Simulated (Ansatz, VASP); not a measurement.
## One calculation of GaN, two programs

```
CELL_PARAMETERS angstrom
3.28156 0.00000 0.00000
-1.64078 2.84191 0.00000
0.00000 0.00000 5.34566
ATOMIC_POSITIONS crystal
Ga 0.33333 0.66667 0.99913
Ga 0.66667 0.33333 0.49913
N 0.33333 0.66667 0.37587
N 0.66667 0.33333 0.87587
```

Alike in both runs: task single point; functional PBE; k mesh 9 × 9 × 4; no spin polarisation.

|  | VASP | Ansatz |
| --- | --- | --- |
| version | VASP 6.6.1 | Ansatz 0.2.0 |
| potentials or method | VASP PAW PBE potentials, release 64 (Ga_d, N) | plane waves, PAW |
| plane-wave cutoff (eV) | 520 | 420 |
| occupations | gaussian, width 0.01 eV | fixed |
| valence electrons in the cell | 36 | 36 |

Ansatz gave:

| Item | Value |
| --- | --- |
| gap on the k mesh at the Fermi level (eV) | 1.33 |
| pressure (GPa) | -8.8 |
| traceless stress, the component that is largest in VASP (GPa) | 0.06 |
| rms of the force components (eV/Å) | 0.005 |

**Question.** What did VASP give for the same quantities?

**Answer.** gap on the k mesh at the Fermi level (eV): 1.33; pressure (GPa): -8.6; traceless stress, the component that is largest in VASP (GPa): 0.07; rms of the force components (eV/Å): 0.005.

Atom by atom the forces differ by 0.000 eV/Å (rms over components).
